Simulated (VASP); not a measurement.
**NaHgBr3: single point with r2SCAN+rVV10**

Crystal: NaHgBr3.

```
Na Hg Br
1.0
     5.49439    0.00000    0.00000
     0.00000    5.49439    0.00000
     0.00000    0.00000    5.49439
Na Hg Br
1 1 3
Direct
  0.00000 0.00000 0.00000
  0.50000 0.50000 0.50000
  0.50000 0.50000 0.00000
  0.50000 0.00000 0.50000
  0.00000 0.50000 0.50000
```

* Program: VASP 6.6.1
* Task: single point
* Functional: r2SCAN
* Dispersion: rVV10
* Potentials or basis: VASP PAW PBE potentials, release 64 (Na_pv, Hg, Br)
* Cutoff: 520 eV
* k mesh: 6 × 6 × 6
* Occupations: fermi-dirac, width 0.03 eV
* Spin: no spin polarisation
* Dipole correction: no
* Further INCAR settings: ALGO = Normal; EDIFF = 1e-06; NBANDS = 28

The pressure is 0.3 GPa and the band gap on the k mesh is zero (bands 20 and 21 overlap by 1.01 eV).

Levels at points of the mesh, in eV from the Fermi level:
| k point | band 17 | band 18 | band 19 | band 20 | band 21 | band 22 | band 23 | band 24 |
| --- | --- | --- | --- | --- | --- | --- | --- | --- |
| (0.00, 0.00, 0.00) | -1.56 | -1.40 | -1.40 | -1.40 | -1.04 | 2.96 | 6.71 | 6.71 |
| (0.50, 0.00, 0.00) | -1.66 | -1.66 | -1.45 | -1.45 | 2.63 | 4.67 | 5.19 | 7.39 |
| (0.50, 0.50, 0.00) | -1.64 | -1.64 | -0.89 | -0.04 | 4.20 | 4.98 | 6.19 | 6.19 |
| (0.50, 0.50, 0.50) | -0.88 | -0.88 | -0.03 | -0.03 | 3.77 | 5.37 | 5.37 | 5.37 |

Run time: 9.2 min on 1 thread of Oxide Virtual Turin-like Processor, on a shared host, peak memory 0.57 GiB.

Caveat: the PAW data sets were made with another functional, which shifts forces and pressure a little; spin-orbit coupling is left out, which moves the levels of the heavy elements.
